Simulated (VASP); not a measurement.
Input of a VASP 6.6.1 run:

The input INCAR:

```
PREC = Accurate
ENCUT = 520
EDIFF = 1E-7
ISMEAR = 0
SIGMA = 0.15
LREAL = F
LASPH = T
NELM = 60
ALGO = Normal
ISIF = 2
LWAVE = F
LCHARG = F
GGA = PE
NBANDS = 12
```

File KPOINTS:

```
regular mesh
0
Gamma
  18 18 18
```

POSCAR

```
Cd
1.0
    0.0000000000      2.1366386026      2.3082106824
    2.1366386026      0.0000000000      2.3082106824
    2.1366386026      2.1366386026      0.0000000000
Cd
1
Direct
    0.0000000000      0.0000000000      0.0000000000
```

Potentials or basis: VASP PAW PBE potentials, release 64 (Cd).

Launch:

```sh
$ cat potpaw_PBE.64/Cd/POTCAR > POTCAR
$ mpirun -np 1 vasp_std > vasp.out
```

Problem. Estimate the band gap on the k mesh.

Solution. Zero (band 6 reaches 5.06 eV, above the bottom of band 7 at 1.86 eV).

Problem. Predict the pressure.

Solution. 4.8 GPa.

Stress tensor (GPa, compression positive):
```
6.09 0.00 0.00
0.00 6.09 0.00
0.00 0.00 2.34
```
